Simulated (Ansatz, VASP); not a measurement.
I: VASP beside Ansatz

File POSCAR:

```
I
1.0
    3.6350350000     -2.3950200000      0.0000000000
    3.6350350000      2.3950200000      0.0000000000
    0.0000000000      0.0000000000      9.7934400000
I
4
Direct
    0.6493000000      0.3507000000      0.3844000000
    0.1493000000      0.8507000000      0.1156000000
    0.3507000000      0.6493000000      0.6156000000
    0.8507000000      0.1493000000      0.8844000000
```

INCAR.step1

```
ALGO = Normal ; EDIFF = 1E-5
ENCUT = 520 ; GGA = PE
ISIF = 2 ; ISMEAR = -1
LASPH = T ; LCHARG = F
LREAL = F ; LUSENCCL = F
LWAVE = T ; NBANDS = 22
NELM = 100 ; PREC = Accurate
SIGMA = 0.05
```

File INCAR.step2:

```
AEXX = 0.25 ; ALGO = Normal
EDIFF = 1E-6 ; ENCUT = 520
GGA = PE ; HFSCREEN = 0.3
ISIF = 2 ; ISMEAR = -1
ISTART = 1 ; LASPH = T
LCHARG = F ; LHFCALC = T
LREAL = F ; LUSENCCL = F
LWAVE = F ; NBANDS = 22
NELM = 100 ; PREC = Accurate
PRECFOCK = Normal ; SIGMA = 0.05
```

KPOINTS

```
k-points
0
Gamma
  4 4 2
```

The input input.yaml:

```yaml
crystal:
  lattice:
    - [3.635035, -2.39502, 0.0]
    - [3.635035, 2.39502, 0.0]
    - [0.0, 0.0, 9.79344]
  atoms:
    - { symbol: I, position: [0.6493, 0.3507, 0.3844] }
    - { symbol: I, position: [0.1493, 0.8507, 0.1156] }
    - { symbol: I, position: [0.3507, 0.6493, 0.6156] }
    - { symbol: I, position: [0.8507, 0.1493, 0.8844] }
hamiltonian:
  xc: { exchange: pbe, correlation: pbe, exx: { coeff: 0.25, omega: 0.3 } }
  pseudopotentials: { kind: paw }
kpoints:
  mp_grid: { grid: [4, 4, 2] }
  band_path:
    path:
      - [[0.0, 0.0, 0.0], [0.3585278261, -0.3585278261, 0.0], [0.0, -0.5, 0.0], [0.0, -0.5, -0.5], [0.3585278261, -0.3585278261, -0.5], [0.0, 0.0, -0.5], [0.0, 0.0, 0.0], [-0.5, -0.5, 0.0], [-0.3585278261, -0.6414721739, 0.0], [-0.3585278261, -0.6414721739, -0.5], [-0.5, -0.5, -0.5], [-0.5, -0.5, 0.0]]
      - [[0.0, 0.0, -0.5], [-0.5, -0.5, -0.5]]
    npoints: 4
scf:
  occupations: { method: fermi_dirac, width: 0.05 }
  n_extra_bands: 10
output:
  forces: true
  stress: true
  eigenvalues: true
  fatbands: false
```

Alike in both runs: functional PBE-based screened hybrid; k mesh 4 × 4 × 2; occupations fermi-dirac, width 0.05 eV; no spin polarisation.

|  | VASP | Ansatz |
| --- | --- | --- |
| version | VASP 6.6.1 | Ansatz 0.2.0 |
| potentials or method | VASP PAW PBE potentials, release 64 (I) | Ansatz PAW |
| plane-wave cutoff (eV) | 520 | 420 |
| valence electrons in the cell | 28 | 68 |
| task | single point | band structure |

|  | VASP | Ansatz | Ansatz less VASP |
| --- | --- | --- | --- |
| gap on the k mesh at the Fermi level (eV) | 1.95 | 1.95 | 0.000 |
| least direct gap on the mesh (eV) | 2.13 | 2.14 | +0.006 |
| pressure (GPa) | 0.9 | 1.1 | +0.12 |
| traceless stress, the component that is largest in VASP (GPa) | -0.24 | -0.24 | -0.001 |
| rms of the force components (eV/Å) | 0.189 | 0.213 | +0.0239 |

VASP's potentials were made for PBE, not for PBE-based screened hybrid. Atom by atom the forces differ by 0.025 eV/Å (rms over components). VASP's potentials hold 28 valence electrons a cell and Ansatz's 68, so a difference there can come from the potentials and not from the codes.

Neither program's run includes spin-orbit coupling.
